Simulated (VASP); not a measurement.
# PbO (Pbcm) in VASP: settings compared, part 2 of 2

VASP 6.6.1. The steps go on from the part before.

## Step 4: Single point, PBE

This run uses another cell than the first one, of 22.35 Å³/atom, 1.225 times its volume.

Contents of INCAR:

```
SYSTEM = PbO
PREC = Accurate
ENCUT = 520
EDIFF = 1E-7
ISMEAR = -1
SIGMA = 0.02
LREAL = .FALSE.
LASPH = .TRUE.
NELM = 80
ALGO = Normal
ISIF = 2
LWAVE = .FALSE.
LCHARG = .FALSE.
GGA = PE
NBANDS = 50
```

Contents of KPOINTS:

```
regular mesh
0
G
  4 6 6
  0 0 0
```

Contents of POSCAR:

```
PbO
1.0
    6.4014850602      0.0000000000      0.0000000000
    0.0000000000      5.8147676561      0.0000000000
    0.0000000000      0.0000000000      4.8041909618
Pb O
4 4
Direct
    0.2114375611     -0.0213015254      0.2500000000
    0.7885624389      1.0213015254      0.7500000000
    0.2114375611      0.5213015254      0.7500000000
    0.7885624389      0.4786984746      0.2500000000
    0.8754446460      0.0971070064      0.2500000000
    0.1245553540      0.9028929936      0.7500000000
    0.8754446460      0.4028929936      0.7500000000
    0.1245553540      0.5971070064      0.2500000000
```

Potentials or basis: VASP PAW PBE potentials, release 64 (Pb_d, O).

Started as:

```sh
cat potpaw_PBE.64/Pb_d/POTCAR potpaw_PBE.64/O/POTCAR > POTCAR
mpirun -np 1 vasp_std > vasp.out
```

OUTCAR:

```text
SYSTEM = PbO
   PREC = Accurate
   ENCUT = 520
   EDIFF = 1E-7
   ISMEAR = -1
   LREAL = .FALSE.
   LASPH = .TRUE.
   NELM = 80
   ISIF = 2
   GGA = PE

 ion  position               nearest neighbor table
   1  0.211  0.979  0.250-   5 2.26   8 2.29   6 2.50   6 2.50   3 3.58   3 3.58   2 3.63   2 3.63
                             3 3.97   3 3.97   4 3.97   4 3.97
   2  0.789  0.021  0.750-   6 2.26   7 2.29   5 2.50   5 2.50   4 3.58   4 3.58   1 3.63   1 3.63
                             4 3.97   4 3.97   3 3.97   3 3.97
   3  0.211  0.521  0.750-   7 2.26   6 2.29   8 2.50   8 2.50   1 3.58   1 3.58   4 3.63   4 3.63
                             1 3.97   1 3.97   2 3.97   2 3.97
   4  0.789  0.479  0.250-   8 2.26   5 2.29   7 2.50   7 2.50   2 3.58   2 3.58   3 3.63   3 3.63
                             2 3.97   2 3.97   1 3.97   1 3.97
   5  0.875  0.097  0.250-   1 2.26   4 2.29   2 2.50   2 2.50
   6  0.125  0.903  0.750-   2 2.26   3 2.29   1 2.50   1 2.50
   7  0.875  0.403  0.750-   3 2.26   2 2.29   4 2.50   4 2.50
   8  0.125  0.597  0.250-   4 2.26   1 2.29   3 2.50   3 2.50

  LATTYP: Found a simple orthorhombic cell.
 ALAT       =     4.8041909618
 B/A-ratio  =     1.2103531484
 C/A-ratio  =     1.3324793105

  Lattice vectors:

 A1 = (   0.0000000000,   0.0000000000,  -4.8041909618)
 A2 = (   0.0000000000,   5.8147676561,   0.0000000000)
 A3 = (   6.4014850602,   0.0000000000,   0.0000000000)

Analysis of symmetry for initial positions (statically):
=====================================================================
 Subroutine PRICEL returns:
 Original cell was already a primitive cell.

 Routine SETGRP: Setting up the symmetry group for a
 simple orthorhombic supercell.

 Subroutine GETGRP returns: Found  8 space group operations
 (whereof  2 operations were pure point group operations)
 out of a pool of  8 trial point group operations.

The static configuration has the point symmetry S_2 .
 The point group associated with its full space group is D_2h.

Analysis of symmetry for dynamics (positions and initial velocities):
=====================================================================
 Subroutine PRICEL returns:
 Original cell was already a primitive cell.

 Routine SETGRP: Setting up the symmetry group for a
 simple orthorhombic supercell.

 Subroutine GETGRP returns: Found  8 space group operations
 (whereof  2 operations were pure point group operations)
 out of a pool of  8 trial point group operations.

The dynamic configuration has the point symmetry S_2 .
 The point group associated with its full space group is D_2h.

 Subroutine INISYM returns: Found  8 space group operations
 (whereof  2 operations are pure point group operations),
 and found     1 'primitive' translations

----------------------------------------------------------------------------------------

                                     Primitive cell

  volume of cell :     178.8271

  direct lattice vectors                    reciprocal lattice vectors
     6.401485060  0.000000000  0.000000000     0.156213752  0.000000000  0.000000000
     0.000000000  5.814767656  0.000000000     0.000000000  0.171975917  0.000000000
     0.000000000  0.000000000  4.804190962     0.000000000  0.000000000  0.208151593

  length of vectors
[... 73 lines left out ...]
  0.250000  0.500000  0.166667      4.000000
  0.500000  0.500000  0.166667      2.000000
 [... further k-points ...]
   k-points           NKPTS =     48   k-points in BZ     NKDIM =     48   number of bands    NBANDS=     50
   number of dos      NEDOS =    301   number of ions     NIONS =      8
   total plane-waves  NPLWV =  82944
   dimension x,y,z NGX =    48 NGY =   48 NGZ =   36
   dimension x,y,z NGXF=    96 NGYF=   96 NGZF=   72
   ions per type =               4   4
   NGX,Y,Z   is equivalent  to a cutoff of  12.47, 13.72, 12.46 a.u.
   NGXF,Y,Z  is equivalent  to a cutoff of  24.93, 27.45, 24.92 a.u.
 SYSTEM =  PbO
   PREC   = accura    normal or accurate (medium, high low for compatibility)
   ISTART =      0    job   : 0-new  1-cont  2-samecut
   ICHARG =      2    charge: 1-file 2-atom 10-const
   ISPIN  =      1    spin polarized calculation?
   LNONCOLLINEAR =      F non collinear calculations
   LSORBIT =      F    spin-orbit coupling
   LASPH  =      T    aspherical Exc in radial PAW
   ENCUT  =  520.0 eV  38.22 Ry    6.18 a.u.  11.90 10.81  8.93*2*pi/ulx,y,z
   NELM   =     80;   NELMIN=  2; NELMDL= -5     # of ELM steps
   EDIFF  = 0.1E-06   stopping-criterion for ELM
   LREAL  =      F    real-space projection
   EDIFFG = 0.1E-05   stopping-criterion for IOM
   NSW    =      0    number of steps for IOM
   IBRION =     -1    ionic relax: 0-MD 1-quasi-New 2-CG
   NFREE  =      0    steps in history (QN), initial steepest desc. (CG)
   ISIF   =      2    stress and relaxation
   ISYM   =      2    0-nonsym 1-usesym 2-fastsym
   POTIM  = 0.5000    time-step for ionic-motion
   TEBEG  =    0.0;   TEEND  =   0.0 temperature during run
   PSTRESS=    0.0 pullay stress
   NELECT =      80.0000    total number of electrons
   NUPDOWN=      -1.0000    fix difference up-down
   EMIN   =  10.00;   EMAX   =-10.00  energy-range for DOS
   EFERMI =   0.00;   METHOD = LEGACY
   ISMEAR =    -1;   SIGMA  =   0.02  broadening in eV -4-tet -1-fermi 0-gaus
   EFERMI_NEDOS =   21; number of points for ismear=-14 and -15
   IALGO  =     38    algorithm
   IMIX   =      4    mixing-type and parameters
     AMIX     =   0.40;   BMIX     =  1.00
     AMIX_MAG =   1.60;   BMIX_MAG =  1.00
  volume/ion in A,a.u.               =      22.35       150.85
  Fermi-wavevector in a.u.,A,eV,Ry     =   1.252065  2.366061 21.329417  1.567668
  Thomas-Fermi vector in A             =   2.385983
   LORBIT       =      0    0 simple, 1 ext, 2 COOP (PROOUT), +10 PAW based schemes
   GGA     = PE    functional components
   LHFCALC =     F    Hartree Fock is set to
   AEXX    =    0.0000 exact exchange contribution
   IVDW    =     0    specifies the selected vdW correction
   LEPSILON=     F    determine dielectric tensor
   LRPA    =     F    only Hartree local field effects (RPA)
 non-spin polarized calculation
  energy-cutoff  :      520.00
  volume of cell :      178.83
 maximum number of plane-waves:      4848
 NGX is ok and might be reduce to    48
   NGX = 23   NGY = 21   NGZ = 17

 number of electron      79.9999990 magnetization

 Free energy of the ion-electron system (eV)
  ---------------------------------------------------
  ext. energy  EPLUGINS =         0.00000000
  ---------------------------------------------------
  free energy    TOTEN  =       -42.90005362 eV

  energy without entropy =      -42.90005362  energy(sigma->0) =      -42.90005362

 E-fermi :   3.8755     XC(G=0):  -9.1811

 val. band max:        3.4583519538   @ k =   0.0000   0.0000   0.0000
 cond. band min:       5.7620555165   @ k =   0.5000   0.5000   0.3333
 fundamental gap:      2.3037035627
 Fermi energy:         3.8755315930

 k-point     1 :       0.0000    0.0000    0.0000
  band No.  band energies     occupation
      1     -13.8836      2.00000
      2     -13.8642      2.00000
      3     -13.7804      2.00000
      4     -13.6830      2.00000
      5     -12.0407      2.00000
      6     -12.0016      2.00000
[... 1261 lines left out ...]
     49      10.1167      0.00000
     50      10.1167      0.00000

 [... further k-points ...]

------------------------ aborting loop because EDIFF is reached ----------------------------------------

  FORCE on cell =-STRESS in cart. coord.  units (eV):
  Direction    XX          YY          ZZ          XY          YZ          ZX
  --------------------------------------------------------------------------------------
  -------------------------------------------------------------------------------------
  Total        0.0973728      0.0527253     -0.0465172      0.0000000      0.0000000      0.0000000
  in kB        0.8723985      0.4723848     -0.4167646      0.0000000      0.0000000      0.0000000
  external PRESSURE =       0.3093395 kB  Pullay stress =       0.0000000 kB

 VOLUME and BASIS-vectors are now :
 -----------------------------------------------------------------------------
  energy-cutoff  :      520.00
  volume of cell :      178.83
      direct lattice vectors                 reciprocal lattice vectors
     6.401485060  0.000000000  0.000000000     0.156213752  0.000000000  0.000000000
     0.000000000  5.814767656  0.000000000     0.000000000  0.171975917  0.000000000
     0.000000000  0.000000000  4.804190962     0.000000000  0.000000000  0.208151593

 POSITION                                       TOTAL-FORCE (eV/Angst)
 -----------------------------------------------------------------------------------
      1.35351      5.69090      1.20105         0.031548      0.014459      0.000000
      5.04797      0.12386      3.60314        -0.031548     -0.014459      0.000000
      1.35351      3.03125      3.60314         0.031548     -0.014459      0.000000
      5.04797      2.78352      1.20105        -0.031548      0.014459     -0.000000
      5.60415      0.56465      1.20105        -0.011169     -0.007442      0.000000
      0.79734      5.25011      3.60314         0.011169      0.007442      0.000000
      5.60415      2.34273      3.60314        -0.011169      0.007442      0.000000
      0.79734      3.47204      1.20105         0.011169     -0.007442     -0.000000
 -----------------------------------------------------------------------------------
    total drift:                               -0.000000      0.000000     -0.000000

  FREE ENERGIE OF THE ION-ELECTRON SYSTEM (eV)
  ---------------------------------------------------
  free  energy   TOTEN  =       -42.9000536194 eV

  energy  without entropy=      -42.9000536194  energy(sigma->0) =      -42.90005362
```

Run time: 11 min. Hardware: 1 thread of Oxide Virtual Turin-like, shared host; peak memory 0.43 GiB.

What came out:

```
Free energy            : -42.9001 eV
Pressure               : 0.0 GPa
Largest force          : 0.035 eV/Å
Band gap on the k mesh : 2.30 eV, indirect (least direct gap 2.61 eV)
```

Forces on the atoms (eV/Å):
```
Pb   0.032  0.014  0.000
Pb  -0.032 -0.014  0.000
Pb   0.032 -0.014  0.000
Pb  -0.032  0.014  0.000
O   -0.011 -0.007  0.000
O    0.011  0.007  0.000
O   -0.011  0.007  0.000
O    0.011 -0.007  0.000
```

Levels at points of the mesh, in eV from the valence-band top:
```tsv
k point	band 37	band 38	band 39	band 40	band 41	band 42	band 43	band 44
(0.00, 0.00, 0.00)	-1.19	-1.07	-0.18	0.00	3.21	3.33	4.83	4.97
(0.50, 0.00, 0.00)	-1.21	-0.78	-0.41	-0.05	2.65	3.29	4.17	4.65
(0.00, 0.50, 0.00)	-0.97	-0.97	-0.22	-0.22	3.78	3.78	4.42	4.42
(0.50, 0.50, 0.00)	-0.80	-0.80	-0.42	-0.42	2.84	2.84	4.17	4.17
(0.00, 0.00, 0.50)	-0.77	-0.77	-0.26	-0.26	3.97	3.97	4.42	4.42
(0.50, 0.00, 0.50)	-0.54	-0.54	-0.34	-0.34	2.97	2.97	3.79	3.79
(0.00, 0.50, 0.50)	-0.68	-0.68	-0.68	-0.68	3.20	3.20	3.20	3.20
(0.50, 0.50, 0.50)	-0.52	-0.52	-0.52	-0.52	2.48	2.48	2.48	2.48
```

Caveat: spin-orbit coupling is left out, which moves the levels of the heavy elements. A k mesh can miss the band edges.

## Step 5: The runs side by side

| level | potentials or basis | cell | gap on the mesh (eV) | pressure (GPa) | largest force (eV/Å) |
| --- | --- | --- | --- | --- | --- |
| LDA | VASP PAW LDA potentials, release 64 (Pb_d, O) | a = 5.794, b = 5.417, c = 4.650 Å, 8 atoms | 2.00 | 0.2 | 0.07 |
| PBEsol | VASP PAW PBE potentials, release 64 (Pb_d, O) | a = 5.939, b = 5.536, c = 4.715 Å, 8 atoms | 2.05 | 0.0 | 0.04 |
| PBE | VASP PAW PBE potentials, release 64 (Pb_d, O) | a = 6.401, b = 5.815, c = 4.804 Å, 8 atoms | 2.30 | 0.0 | 0.03 |

Alike in all rows: task single point; no spin polarisation; k mesh 4 × 6 × 6; cutoff (eV) 520; smearing fermi-dirac 0.02 eV.

Caveats: spin-orbit coupling is left out, which moves the levels of the heavy elements; the PAW data sets were made with another functional, which shifts forces and pressure a little (some runs).

Absolute energies hang on the potentials; compare differences alone.
